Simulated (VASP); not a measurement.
# ZnS3 (P4/mmm) in VASP: a series of runs

ZnS3 is run at these levels: PBE; tasks: single point, relaxation of cell and atoms.

Program: VASP 6.6.1. These are calculated values, not measurements. Logs are shortened: lines on timing, memory, paths and dates and some standing lists are left out, and cuts for length are marked.

## 1. The cell of the first run

The structure is tetragonal, space group P4/mmm (No. 123). The conventional cell has a = 3.169 Å, b = 3.169 Å, c = 6.349 Å, α = 90.00°, β = 90.00°, γ = 90.00°. Zn (site symmetry 4/mmm) has 10 S at 2.70 to 3.17 Å and 4 Zn at 3.17 Å within 3.6 Å. Within 3.6 Å of S (site symmetry 4mm) lie 4 Zn at 2.70 Å and 10 S at 2.79 to 3.32 Å. S (site symmetry 4/mmm) has 12 S at 2.79 to 3.17 Å and 2 Zn at 3.17 Å within 3.7 Å.

The cell was built from a structure type or drawn by symmetry, and may not be a known phase.

## 2. Single point, PBE

INCAR reads:

```
PREC     = Accurate       # precision mode
ENCUT    = 520            # plane-wave cutoff, eV
EDIFF    = 1E-7           # SCF threshold, eV
ISMEAR   = 0              # smearing method
SIGMA    = 0.1            # smearing width, eV
LREAL    = False          # projectors in reciprocal space
LASPH    = True           # aspherical terms in the spheres
NELM     = 60             # most SCF steps
ALGO     = Normal         # electronic algorithm
ISIF     = 2              # what is computed and relaxed
LWAVE    = False          # write WAVECAR
LCHARG   = True           # write CHGCAR
GGA      = PE             # functional
LELF     = True           # ELF
LVHAR    = True         
NBANDS   = 23             # bands
```

KPOINTS reads:

```
Automatic mesh
0
Gamma
  14 14 8
```

POSCAR reads:

```
ZnS3
1.0
    3.1694512430      0.0000000000      0.0000000000
    0.0000000000      3.1694512430      0.0000000000
    0.0000000000      0.0000000000      6.3490647065
Zn S
1 3
Direct
    0.5000000000      0.5000000000      0.5000000000
    0.0000000000      0.0000000000      0.7384687918
    0.0000000000      0.0000000000      0.2615312082
    0.5000000000      0.5000000000      0.0000000000
```

Potentials or basis: VASP PAW PBE potentials, release 64 (Zn, S).

Launch:

```
> cat potpaw_PBE.64/Zn/POTCAR potpaw_PBE.64/S/POTCAR > POTCAR
> mpirun -np 1 vasp_std > vasp.out
```

OUTCAR:

```text
PREC = Accurate
   ENCUT = 520
   EDIFF = 1E-7
   ISMEAR = 0
   LREAL = False
   LASPH = True
   NELM = 60
   ISIF = 2
   GGA = PE

 ion  position               nearest neighbor table
   1  0.500  0.500  0.500-   2 2.70   3 2.70   2 2.70   3 2.70   2 2.70   3 2.70   2 2.70   3 2.70

   2  0.000  0.000  0.738-   1 2.70   1 2.70   1 2.70   1 2.70   4 2.79   4 2.79   4 2.79   4 2.79

   3  0.000  0.000  0.262-   1 2.70   1 2.70   1 2.70   1 2.70   4 2.79   4 2.79   4 2.79   4 2.79

   4  0.500  0.500  0.000-   2 2.79   3 2.79   2 2.79   3 2.79   2 2.79   3 2.79   2 2.79   3 2.79

  LATTYP: Found a simple tetragonal cell.
 ALAT       =     3.1694512430
 C/A-ratio  =     2.0032063028

  Lattice vectors:

 A1 = (   3.1694512430,   0.0000000000,   0.0000000000)
 A2 = (   0.0000000000,   3.1694512430,   0.0000000000)
 A3 = (   0.0000000000,   0.0000000000,   6.3490647065)

Analysis of symmetry for initial positions (statically):
=====================================================================
 Subroutine PRICEL returns:
 Original cell was already a primitive cell.

 Routine SETGRP: Setting up the symmetry group for a
 simple tetragonal supercell.

 Subroutine GETGRP returns: Found 16 space group operations
 (whereof 16 operations were pure point group operations)
 out of a pool of 16 trial point group operations.

The static configuration has the point symmetry D_4h.

Analysis of symmetry for dynamics (positions and initial velocities):
=====================================================================
 Subroutine PRICEL returns:
 Original cell was already a primitive cell.

 Routine SETGRP: Setting up the symmetry group for a
 simple tetragonal supercell.

 Subroutine GETGRP returns: Found 16 space group operations
 (whereof 16 operations were pure point group operations)
 out of a pool of 16 trial point group operations.

The dynamic configuration has the point symmetry D_4h.

 Subroutine INISYM returns: Found 16 space group operations
 (whereof 16 operations are pure point group operations),
 and found     1 'primitive' translations

----------------------------------------------------------------------------------------

                                     Primitive cell

  volume of cell :      63.7790

  direct lattice vectors                    reciprocal lattice vectors
[... 90 lines left out ...]
   NELM   =     60;   NELMIN=  2; NELMDL= -5     # of ELM steps
   EDIFF  = 0.1E-06   stopping-criterion for ELM
   LREAL  =      F    real-space projection
   EDIFFG = 0.1E-05   stopping-criterion for IOM
   NSW    =      0    number of steps for IOM
   IBRION =     -1    ionic relax: 0-MD 1-quasi-New 2-CG
   NFREE  =      0    steps in history (QN), initial steepest desc. (CG)
   ISIF   =      2    stress and relaxation
   ISYM   =      2    0-nonsym 1-usesym 2-fastsym
   POTIM  = 0.5000    time-step for ionic-motion
   TEBEG  =    0.0;   TEEND  =   0.0 temperature during run
   PSTRESS=    0.0 pullay stress
   NELECT =      30.0000    total number of electrons
   NUPDOWN=      -1.0000    fix difference up-down
   EMIN   =  10.00;   EMAX   =-10.00  energy-range for DOS
   EFERMI =   0.00;   METHOD = LEGACY
   ISMEAR =     0;   SIGMA  =   0.10  broadening in eV -4-tet -1-fermi 0-gaus
   EFERMI_NEDOS =   21; number of points for ismear=-14 and -15
   IALGO  =     38    algorithm
   IMIX   =      4    mixing-type and parameters
     AMIX     =   0.40;   BMIX     =  1.00
     AMIX_MAG =   1.60;   BMIX_MAG =  1.00
  volume/ion in A,a.u.               =      15.94       107.60
  Fermi-wavevector in a.u.,A,eV,Ry     =   1.273178  2.405958 22.054818  1.620983
  Thomas-Fermi vector in A             =   2.406016
   LORBIT       =      0    0 simple, 1 ext, 2 COOP (PROOUT), +10 PAW based schemes
   GGA     = PE    functional components
   LHFCALC =     F    Hartree Fock is set to
   AEXX    =    0.0000 exact exchange contribution
   IVDW    =     0    specifies the selected vdW correction
   LEPSILON=     F    determine dielectric tensor
   LRPA    =     F    only Hartree local field effects (RPA)
 non-spin polarized calculation
 Gauss-broadening in eV      SIGMA  =   0.10
  energy-cutoff  :      520.00
  volume of cell :       63.78
 maximum number of plane-waves:      1752
 NGX is ok and might be reduce to    24
   NGX = 11   NGY = 11   NGZ = 23

 number of electron      30.0000037 magnetization

 Free energy of the ion-electron system (eV)
  ---------------------------------------------------
  ext. energy  EPLUGINS =         0.00000000
  ---------------------------------------------------
  free energy    TOTEN  =       -10.88639630 eV

  energy without entropy =      -10.87276480  energy(sigma->0) =      -10.87958055

 E-fermi :   6.0641     XC(G=0): -11.1416

 val. band max:        6.0636434374   @ k =   0.4286   0.2143   0.2500
 cond. band min:       6.0686846902   @ k =   0.2143   0.0000   0.2500
 fundamental gap:      0.0050412528
 Fermi energy:         6.0641172033

 k-point     1 :       0.0000    0.0000    0.0000
  band No.  band energies     occupation
      1      -9.7509      2.00000
      2      -7.3012      2.00000
      3      -5.8458      2.00000
      4      -0.9700      2.00000
      5      -0.8510      2.00000
      6      -0.7170      2.00000
[... 613 lines left out ...]
     22      14.9404      0.00000
     23      16.6319      0.00000

 [... further k-points ...]

------------------------ aborting loop because EDIFF is reached ----------------------------------------

  FORCE on cell =-STRESS in cart. coord.  units (eV):
  Direction    XX          YY          ZZ          XY          YZ          ZX
  --------------------------------------------------------------------------------------
  -------------------------------------------------------------------------------------
  Total       -0.0103748     -0.0103748     -0.0012350      0.0000000      0.0000000      0.0000000
  in kB       -0.2606231     -0.2606231     -0.0310230      0.0000000      0.0000000      0.0000000
  external PRESSURE =      -0.1840897 kB  Pullay stress =       0.0000000 kB

 VOLUME and BASIS-vectors are now :
 -----------------------------------------------------------------------------
  energy-cutoff  :      520.00
  volume of cell :       63.78
      direct lattice vectors                 reciprocal lattice vectors
     3.169451243  0.000000000  0.000000000     0.315512031  0.000000000  0.000000000
     0.000000000  3.169451243  0.000000000     0.000000000  0.315512031  0.000000000
     0.000000000  0.000000000  6.349064707     0.000000000  0.000000000  0.157503514

 POSITION                                       TOTAL-FORCE (eV/Angst)
 -----------------------------------------------------------------------------------
      1.58473      1.58473      3.17453        -0.000000      0.000000      0.000000
      0.00000      0.00000      4.68859        -0.000000     -0.000000      0.010834
      0.00000      0.00000      1.66048         0.000000      0.000000     -0.010834
      1.58473      1.58473      0.00000        -0.000000      0.000000      0.000000
 -----------------------------------------------------------------------------------
    total drift:                                0.000000      0.000000     -0.000000

  FREE ENERGIE OF THE ION-ELECTRON SYSTEM (eV)
  ---------------------------------------------------
  free  energy   TOTEN  =       -10.8863963042 eV

  energy  without entropy=      -10.8727648024  energy(sigma->0) =      -10.87958055
```

Wall time 3.1 min (1 thread of Intel Xeon Platinum 8259CL at 2.50GHz (Skylake/Cascade Lake), shared host); peak memory 0.33 GiB.

What came out:

| Item | Value |
| --- | --- |
| Free energy | -10.8864 eV |
| Pressure | 0.0 GPa |
| Largest force | 0.011 eV/Å |
| Band gap on the k mesh | zero (bands 15 and 16 overlap by 3.07 eV) |

Forces in eV/Å, atoms in the order of the input:
```
Zn   0.000  0.000  0.000
S    0.000  0.000  0.011
S    0.000  0.000 -0.011
S    0.000  0.000  0.000
```

## 3. Relaxation of cell and atoms, PBE

This run uses another cell than the first one, of 16.11 Å³/atom.

INCAR reads:

```
SYSTEM = ZnS3
PREC = Accurate
ENCUT = 600
EDIFF = 1E-7
ISMEAR = 0
SIGMA = 0.1
LREAL = .FALSE.
LASPH = .TRUE.
NELM = 60
ALGO = Normal
ISIF = 3
LWAVE = .FALSE.
LCHARG = .FALSE.
GGA = PE
IBRION = 2
NSW = 100
EDIFFG = -0.01
```

KPOINTS reads:

```
regular mesh
0
G
  14 14 8
  0 0 0
```

POSCAR reads:

```
ZnS3
1.0
    3.2423573091      0.0000000000      0.0000000000
    0.0000000000      3.2423573091      0.0000000000
    0.0000000000      0.0000000000      6.1289355620
Zn S
1 3
Direct
    0.5000000000      0.5000000000      0.5000000000
    0.0000000000      0.0000000000      0.7295865534
    0.0000000000      0.0000000000      0.2704134466
    0.5000000000      0.5000000000      0.0000000000
```

Potentials or basis: VASP PAW PBE potentials, release 64 (Zn, S).

Launch:

```
> cat potpaw_PBE.64/Zn/POTCAR potpaw_PBE.64/S/POTCAR > POTCAR
> mpirun -np 1 vasp_std > vasp.out
```

It took 35 min on 1 thread of Intel Xeon Platinum 8259CL at 2.50GHz (Skylake/Cascade Lake), shared host; peak memory 0.39 GiB.

Results (log left out):

| Item | Value |
| --- | --- |
| Free energy | -10.8868 eV |
| Relaxed volume | 15.93 Å³/atom |
| Relaxed cell | a = 3.165 Å, b = 3.165 Å, c = 6.360 Å, α = 90.00°, β = 90.00°, γ = 90.00° |
| Space group after relaxing (to 0.1 Å) | P4/mmm (No. 123) |
| Energy gained by relaxing | 2.3 meV/atom |
| Ionic steps | 16 |
| Pressure after relaxing | 0.1 GPa |
| Largest force after relaxing | 0.006 eV/Å |
| Band gap on the k mesh | zero (bands 15 and 16 overlap by 3.07 eV) |

Forces on the atoms (eV/Å):
```
Zn   0.000  0.000  0.000
S    0.000  0.000  0.006
S    0.000  0.000 -0.006
S    0.000  0.000  0.000
```

Step by step:
| step | energy change (eV) | largest force (eV/Å) | pressure (GPa) | volume (Å³) |
| --- | --- | --- | --- | --- |
| 1 | 0.0000 | 0.0545 | -0.05 | 64.43 |
| 2 | -0.0018 | 0.0250 | 0.00 | 64.39 |
| 3 | -0.0036 | 0.0377 | 0.13 | 64.28 |
| 4 | -0.0037 | 0.0421 | 0.14 | 64.28 |
| 5 | -0.0040 | 0.0394 | -0.13 | 64.46 |
| 6 | -0.0040 | 0.0385 | -0.20 | 64.52 |
| 7 | -0.0042 | 0.0401 | -0.21 | 64.49 |
| 8 | -0.0050 | 0.0440 | -0.22 | 64.41 |
| 9 | -0.0065 | 0.0450 | -0.22 | 64.26 |
| 10 | -0.0087 | 0.0343 | -0.12 | 63.94 |
| 11 | 0.0001 | 0.1171 | 0.38 | 63.27 |
| 12 | -0.0090 | 0.0250 | -0.11 | 63.88 |
| 13 | -0.0092 | 0.0082 | -0.03 | 63.76 |
| 14 | -0.0092 | 0.0148 | -0.05 | 63.80 |
| 15 | -0.0092 | 0.0019 | 0.17 | 63.62 |
| 16 | -0.0093 | 0.0065 | 0.06 | 63.71 |

Final structure:
```yaml
crystal:
  lattice:
    - [3.16494, 0.00000, 0.00000]
    - [0.00000, 3.16494, 0.00000]
    - [0.00000, 0.00000, 6.35983]
  atoms:
    - { symbol: Zn, position: [0.50000, 0.50000, 0.50000] }
    - { symbol: S, position: [0.00000, 0.00000, 0.73914] }
    - { symbol: S, position: [0.00000, 0.00000, 0.26086] }
    - { symbol: S, position: [0.50000, 0.50000, 0.00000] }
```

Levels at points of the mesh, in eV from the Fermi level:
```tsv
k point	band 12	band 13	band 14	band 15	band 16	band 17	band 18	band 19
(0.00, 0.00, 0.00)	-2.53	-0.24	-0.24	0.54	1.14	1.14	2.83	5.19
(0.50, 0.00, 0.00)	-0.32	-0.23	-0.23	-0.18	0.31	0.69	2.49	6.60
(0.50, 0.50, 0.00)	-3.20	-3.20	-2.79	-2.10	-2.10	-0.19	0.28	6.01
(0.00, 0.00, 0.50)	-1.73	-1.14	-1.14	-1.14	1.93	1.93	4.14	5.37
(0.50, 0.00, 0.50)	-3.69	-1.41	-0.16	-0.05	0.09	1.66	3.77	5.75
(0.50, 0.50, 0.50)	-4.97	-3.06	-1.82	-1.81	-0.13	-0.13	1.44	3.57
```
